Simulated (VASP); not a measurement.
# SnO2 (P1) in VASP: single point with r2SCAN

Aim: the single point of SnO2 with r2SCAN.

Everything below comes from runs of VASP 6.6.1. Logs are shortened: lines on timing, memory, paths and dates and some standing lists are left out, and cuts for length are marked.

**1. The cell of the first run**

The typed cell holds 6 atoms: a = 4.525 Å, b = 5.115 Å, c = 3.280 Å, α = 82.58°, β = 93.49°, γ = 91.99°.

**2. Single point, r2SCAN (atoms moved at random and the cell strained at random)**

The input, POSCAR:

```
SnO2
1.0
    4.5223540472     -0.0787673591     -0.1403000832
   -0.0787673591      5.1046346050      0.3218772951
   -0.0943675652      0.2164986360      3.2711858200
Sn O
2 4
Direct
    0.0083683298     -0.0005038745     -0.0026169071
    0.4886533187      0.4958971282      0.4834711535
    0.2990678523      0.3136861937      0.0101191395
    0.2022668986      0.8068818584      0.5095137660
    0.6957228670      0.6934212708     -0.0028099499
    0.8059207336      0.1906174235      0.5023227981
```

The input, INCAR.step1:

```
SYSTEM = SnO2
ALGO = Normal
EDIFF = 1E-4
ENCUT = 520
GGA = PE
ISMEAR = 0
LASPH = .True.
LCHARG = .False.
LREAL = .False.
LWAVE = .True.
NBANDS = 35
NELM = 60
PREC = Accurate
SIGMA = 0.05
```

The input, INCAR.step2:

```
SYSTEM = SnO2
ALGO = Normal
EDIFF = 1E-7
ENCUT = 520
ISIF = 2
ISMEAR = 0
ISTART = 1
LASPH = .True.
LCHARG = .False.
LMIXTAU = .True.
LREAL = .False.
LWAVE = .False.
METAGGA = R2SCAN
NBANDS = 35
NELM = 60
PREC = Accurate
SIGMA = 0.05
```

The input, KPOINTS:

```
k-points
0
Gamma
  6 6 8
  0 0 0
```

Potentials or basis: VASP PAW PBE potentials, release 64 (Sn_d, O).

On the command line:

```
cat potpaw_PBE.64/Sn_d/POTCAR potpaw_PBE.64/O/POTCAR > POTCAR
cp INCAR.step1 INCAR
mpirun -np 1 vasp_std > vasp.out
cp INCAR.step2 INCAR
mpirun -np 1 vasp_std > vasp.out
```

OUTCAR:

```text
SYSTEM = SnO2
   EDIFF = 1E-7
   ENCUT = 520
   ISIF = 2
   ISMEAR = 0
   ISTART = 1
   LASPH = .True.
   LREAL = .False.
   METAGGA = R2SCAN
   NELM = 60
   PREC = Accurate

 ion  position               nearest neighbor table
   1  0.008  0.999  0.997-   6 1.98   4 2.00   3 2.04   5 2.07   4 2.22   6 2.28   2 3.58   2 3.60
                             2 3.69   2 3.70   2 3.74
   2  0.489  0.496  0.483-   5 2.04   3 2.04   3 2.07   4 2.10   6 2.15   5 2.22   1 3.58   1 3.60
                             1 3.69   1 3.70   1 3.74
   3  0.299  0.314  0.010-   2 2.04   1 2.04   2 2.07
   4  0.202  0.807  0.510-   1 2.00   2 2.10   1 2.22
   5  0.696  0.693  0.997-   2 2.04   1 2.07   2 2.22
   6  0.806  0.191  0.502-   1 1.98   2 2.15   1 2.28

  LATTYP: Found a triclinic cell.
 ALAT       =     3.2797002250
 B/A-ratio  =     1.7407040373
 C/A-ratio  =     1.3797649489
 COS(alpha) =     0.0038441897
 COS(beta)  =     0.0608276342
 COS(gamma) =     0.4588250567

  Lattice vectors:

 A1 = (   0.0943675652,  -0.2164986360,  -3.2711858200)
 A2 = (   0.0156002061,   4.8881359690,  -2.9493085249)
 A3 = (   4.5223540472,  -0.0787673591,  -0.1403000832)

Analysis of symmetry for initial positions (statically):
=====================================================================
 Subroutine PRICEL returns:
 Original cell was already a primitive cell.

 Routine SETGRP: Setting up the symmetry group for a
 triclinic supercell.

 Subroutine GETGRP returns: Found  1 space group operations
 (whereof  1 operations were pure point group operations)
 out of a pool of  2 trial point group operations.

The static configuration has the point symmetry C_1 .

Analysis of symmetry for dynamics (positions and initial velocities):
=====================================================================
 Subroutine PRICEL returns:
 Original cell was already a primitive cell.

 Routine SETGRP: Setting up the symmetry group for a
 triclinic supercell.

 Subroutine GETGRP returns: Found  1 space group operations
 (whereof  1 operations were pure point group operations)
 out of a pool of  2 trial point group operations.

The dynamic configuration has the point symmetry C_1 .

 Subroutine INISYM returns: Found  1 space group operations
 (whereof  1 operations are pure point group operations),
 and found     1 'primitive' translations

----------------------------------------------------------------------------------------

                                     Primitive cell

  volume of cell :      75.1170

  direct lattice vectors                    reciprocal lattice vectors
     4.522354047 -0.078767359 -0.140300083     0.221368383  0.003025786  0.006185805
    -0.078767359  5.104634605  0.321877295     0.003025786  0.196762736 -0.012935165
    -0.094367565  0.216498636  3.271185820     0.009196687 -0.019231234  0.307237638

  length of vectors
     4.525215413  5.115379139  3.279700225     0.221475462  0.197210669  0.307976274

  position of ions in fractional coordinates (direct lattice)
     0.008368330  0.999496126  0.997383093
     0.488653319  0.495897128  0.483471153
     0.299067852  0.313686194  0.010119139
     0.202266899  0.806881858  0.509513766
     0.695722867  0.693421271  0.997190050
     0.805920734  0.190617424  0.502322798

  ion indices of the primitive-cell ions
   primitive index   ion index
                 1           1
                 2           2
                 3           3
                 4           4
                 5           5
                 6           6

----------------------------------------------------------------------------------------

 KPOINTS: k-points

Automatic generation of k-mesh.
 Grid dimensions read from file:
 generate k-points for:    6    6    8

 Generating k-lattice:

  Cartesian coordinates                     Fractional coordinates (reciprocal lattice)
     0.036894730  0.000504298  0.001030967     0.166666667  0.000000000  0.000000000
     0.000504298  0.032793789 -0.002155861     0.000000000  0.166666667 -0.000000000
     0.001149586 -0.002403904  0.038404705     0.000000000 -0.000000000  0.125000000

  Length of vectors
     0.036912577  0.032868445  0.038497034

  Shift w.r.t. Gamma in fractional coordinates (k-lattice)
     0.000000000  0.000000000  0.000000000

 Subroutine IBZKPT returns following result:
 ===========================================

 Found    148 irreducible k-points:

 Following reciprocal coordinates:
            Coordinates               Weight
  0.000000  0.000000  0.000000      1.000000
  0.166667 -0.000000  0.000000      2.000000
  0.333333  0.000000  0.000000      2.000000
  0.500000  0.000000  0.000000      1.000000
 -0.000000  0.166667  0.000000      2.000000
  0.166667  0.166667  0.000000      2.000000
[... 16 lines left out ...]
  0.333333  0.000000  0.125000      2.000000
  0.500000 -0.000000  0.125000      2.000000
 [... further k-points ...]
   k-points           NKPTS =    148   k-points in BZ     NKDIM =    148   number of bands    NBANDS=     35
   number of dos      NEDOS =    301   number of ions     NIONS =      6
   total plane-waves  NPLWV =  34560
   dimension x,y,z NGX =    36 NGY =   40 NGZ =   24
   dimension x,y,z NGXF=    72 NGYF=   80 NGZF=   48
   ions per type =               2   4
   NGX,Y,Z   is equivalent  to a cutoff of  13.23, 13.00, 12.17 a.u.
   NGXF,Y,Z  is equivalent  to a cutoff of  26.45, 26.00, 24.33 a.u.
 SYSTEM =  SnO2
   PREC   = accura    normal or accurate (medium, high low for compatibility)
   ISTART =      1    job   : 0-new  1-cont  2-samecut
   ICHARG =      0    charge: 1-file 2-atom 10-const
   ISPIN  =      1    spin polarized calculation?
   LNONCOLLINEAR =      F non collinear calculations
   LSORBIT =      F    spin-orbit coupling
   LASPH  =      T    aspherical Exc in radial PAW
   ENCUT  =  520.0 eV  38.22 Ry    6.18 a.u.   8.41  9.51  6.10*2*pi/ulx,y,z
   NELM   =     60;   NELMIN=  2; NELMDL=  0     # of ELM steps
   EDIFF  = 0.1E-06   stopping-criterion for ELM
   LREAL  =      F    real-space projection
   EDIFFG = 0.1E-05   stopping-criterion for IOM
   NSW    =      0    number of steps for IOM
   IBRION =     -1    ionic relax: 0-MD 1-quasi-New 2-CG
   NFREE  =      0    steps in history (QN), initial steepest desc. (CG)
   ISIF   =      2    stress and relaxation
   ISYM   =      2    0-nonsym 1-usesym 2-fastsym
   POTIM  = 0.5000    time-step for ionic-motion
   TEBEG  =    0.0;   TEEND  =   0.0 temperature during run
   PSTRESS=    0.0 pullay stress
   NELECT =      52.0000    total number of electrons
   NUPDOWN=      -1.0000    fix difference up-down
   EMIN   =  10.00;   EMAX   =-10.00  energy-range for DOS
   EFERMI =   0.00;   METHOD = LEGACY
   ISMEAR =     0;   SIGMA  =   0.05  broadening in eV -4-tet -1-fermi 0-gaus
   EFERMI_NEDOS =   21; number of points for ismear=-14 and -15
   IALGO  =     38    algorithm
   IMIX   =      4    mixing-type and parameters
     AMIX     =   0.40;   BMIX     =  1.00
     AMIX_MAG =   1.60;   BMIX_MAG =  1.00
  volume/ion in A,a.u.               =      12.52        84.49
  Fermi-wavevector in a.u.,A,eV,Ry     =   1.448205  2.736710 28.535452  2.097297
  Thomas-Fermi vector in A             =   2.566072
   LORBIT       =      0    0 simple, 1 ext, 2 COOP (PROOUT), +10 PAW based schemes
   METAGGA = R2SCAN    functional components
   LHFCALC =     F    Hartree Fock is set to
   AEXX    =    0.0000 exact exchange contribution
   IVDW    =     0    specifies the selected vdW correction
   LEPSILON=     F    determine dielectric tensor
   LRPA    =     F    only Hartree local field effects (RPA)
 non-spin polarized calculation
 Gauss-broadening in eV      SIGMA  =   0.05
  energy-cutoff  :      520.00
  volume of cell :       75.12
 maximum number of plane-waves:      2041
 NGX is ok and might be reduce to    36
   NGX = 17   NGY = 19   NGZ = 13

 number of electron      52.0000006 magnetization

 Free energy of the ion-electron system (eV)
  ---------------------------------------------------
  ext. energy  EPLUGINS =         0.00000000
  ---------------------------------------------------
  free energy    TOTEN  =       -83.85284340 eV

  energy without entropy =      -83.85284340  energy(sigma->0) =      -83.85284340

 E-fermi :   5.5992     XC(G=0): -11.7799

 val. band max:        5.3327785305   @ k =   0.0000   0.0000   0.0000
 cond. band min:       6.4842985070   @ k =   0.0000   0.0000   0.0000
 fundamental gap:      1.1515199765
 Fermi energy:         5.5991947275

 k-point     1 :       0.0000    0.0000    0.0000
  band No.  band energies     occupation
      1     -16.5453      2.00000
      2     -15.7801      2.00000
      3     -15.6157      2.00000
      4     -15.5230      2.00000
      5     -15.4976      2.00000
      6     -15.4139      2.00000
[... 27 lines left out ...]
     34      17.7190      0.00000
     35      18.1708      0.00000

 k-point     2 :       0.1667   -0.0000    0.0000
  band No.  band energies     occupation
      1     -16.5056      2.00000
      2     -15.8101      2.00000
      3     -15.6279      2.00000
      4     -15.5388      2.00000
      5     -15.5067      2.00000
      6     -15.4123      2.00000
[... 27 lines left out ...]
     34      17.7489      0.00000
     35      18.2417      0.00000

 k-point     3 :       0.3333    0.0000    0.0000
  band No.  band energies     occupation
      1     -16.3926      2.00000
      2     -15.9550      2.00000
      3     -15.6301      2.00000
      4     -15.5587      2.00000
      5     -15.5140      2.00000
      6     -15.4079      2.00000
[... 27 lines left out ...]
     34      18.3189      0.00000
     35      18.9599      0.00000

 k-point     4 :       0.5000    0.0000    0.0000
  band No.  band energies     occupation
      1     -16.2742      2.00000
      2     -16.1032      2.00000
      3     -15.6202      2.00000
      4     -15.5659      2.00000
      5     -15.5167      2.00000
      6     -15.4052      2.00000
[... 27 lines left out ...]
     34      18.0731      0.00000
     35      18.7641      0.00000

 k-point     5 :      -0.0000    0.1667    0.0000
  band No.  band energies     occupation
      1     -16.5015      2.00000
      2     -15.8109      2.00000
      3     -15.6267      2.00000
      4     -15.5360      2.00000
      5     -15.5046      2.00000
      6     -15.4115      2.00000
[... 638 lines left out ...]
 k-point    22 :       0.1667   -0.0000    0.1250
  band No.  band energies     occupation
      1     -16.4494      2.00000
      2     -15.8222      2.00000
      3     -15.7621      2.00000
      4     -15.5452      2.00000
      5     -15.4921      2.00000
      6     -15.4129      2.00000
[... 27 lines left out ...]
     34      17.9133      0.00000
     35      18.3642      0.00000

 k-point    23 :       0.3333    0.0000    0.1250
  band No.  band energies     occupation
      1     -16.3498      2.00000
      2     -15.9778      2.00000
      3     -15.7619      2.00000
      4     -15.5687      2.00000
      5     -15.4786      2.00000
      6     -15.4044      2.00000
[... 27 lines left out ...]
     34      18.0830      0.00000
     35      18.9920      0.00000

 k-point    24 :       0.5000   -0.0000    0.1250
  band No.  band energies     occupation
      1     -16.2679      2.00000
      2     -16.0903      2.00000
      3     -15.7396      2.00000
      4     -15.5973      2.00000
      5     -15.4797      2.00000
      6     -15.4017      2.00000
[... 27 lines left out ...]
     34      18.1906      0.00000
     35      18.7237      0.00000

 [... further k-points ...]

------------------------ aborting loop because EDIFF is reached ----------------------------------------

  FORCE on cell =-STRESS in cart. coord.  units (eV):
  Direction    XX          YY          ZZ          XY          YZ          ZX
  --------------------------------------------------------------------------------------
  -------------------------------------------------------------------------------------
  Total        0.6221057     -3.6921108     -2.7562220      2.2872973     -5.4320232      3.2188998
  in kB       13.2689550    -78.7493979    -58.7877330     48.7859922   -115.8601624     68.6562327
  external PRESSURE =     -41.4227253 kB  Pullay stress =       0.0000000 kB

 VOLUME and BASIS-vectors are now :
 -----------------------------------------------------------------------------
  energy-cutoff  :      520.00
  volume of cell :       75.12
      direct lattice vectors                 reciprocal lattice vectors
     4.522354047 -0.078767359 -0.140300083     0.221368383  0.003025786  0.006185805
    -0.078767359  5.104634605  0.321877295     0.003025786  0.196762736 -0.012935165
    -0.094367565  0.216498636  3.271185820     0.009196687 -0.019231234  0.307237638

 POSITION                                       TOTAL-FORCE (eV/Angst)
 -----------------------------------------------------------------------------------
     -0.13500      5.31734      3.58317        -0.679842     -0.571104      0.365857
      2.12518      2.59755      1.67258         1.083766      0.507020      1.000851
      1.32683      1.57989      0.09211         0.026071     -0.124503     -0.586493
      0.80309      4.21321      1.89805        -0.012110      0.088287      0.190093
      2.99758      3.70075      3.38758        -0.033823     -0.289604     -0.240299
      3.58224      1.01830      1.59148        -0.384060      0.389903     -0.730009
 -----------------------------------------------------------------------------------
    total drift:                                0.001363      0.005851      0.000131

  FREE ENERGIE OF THE ION-ELECTRON SYSTEM (eV)
  ---------------------------------------------------
  free  energy   TOTEN  =       -83.8528433965 eV

  energy  without entropy=      -83.8528433965  energy(sigma->0) =      -83.85284340
```

Run time: 9.5 min. Hardware: 1 thread of Intel Xeon Platinum 8559C (Emerald Rapids), shared host; peak memory 0.4 GiB.

Results:

```yaml
Free_energy: -83.8528 eV
Pressure: -4.1 GPa
Largest_force: 1.560 eV/Å
Band_gap_on_the_k_mesh: 1.15 eV
```

Forces in eV/Å, atoms in the order of the input:
```
Sn  -0.680 -0.571  0.366
Sn   1.084  0.507  1.001
O    0.026 -0.125 -0.586
O   -0.012  0.088  0.190
O   -0.034 -0.290 -0.240
O   -0.384  0.390 -0.730
```

Levels at points of the mesh, in eV from the valence-band top:
| k point | band 24 | band 25 | band 26 | band 27 | band 28 | band 29 |
| --- | --- | --- | --- | --- | --- | --- |
| (0.00, 0.00, 0.00) | -1.07 | -0.55 | 0.00 | 1.15 | 5.94 | 6.08 |
| (0.50, 0.00, 0.00) | -1.26 | -0.94 | -0.56 | 4.12 | 4.54 | 6.99 |
| (0.00, 0.50, 0.00) | -1.18 | -0.58 | -0.32 | 4.06 | 4.45 | 7.12 |
| (0.50, 0.50, 0.00) | -1.38 | -1.03 | -0.82 | 4.51 | 4.97 | 7.13 |
| (0.00, 0.00, 0.50) | -1.64 | -1.27 | -1.07 | 5.94 | 6.26 | 9.23 |
| (0.50, 0.00, 0.50) | -0.83 | -0.74 | -0.46 | 6.20 | 6.57 | 7.80 |
| (0.00, 0.50, 0.50) | -1.09 | -1.04 | -0.51 | 6.07 | 6.51 | 7.42 |
| (0.50, 0.50, 0.50) | -0.98 | -0.73 | -0.52 | 4.69 | 5.11 | 8.51 |

Caveat: the cell differs from its parent crystal (atoms moved at random and the cell strained at random); the stress differs along the axes, from -8 to 1 GPa; the PAW data sets were made with another functional, which shifts forces and pressure a little; spin-orbit coupling is left out, which moves the levels of the heavy elements.
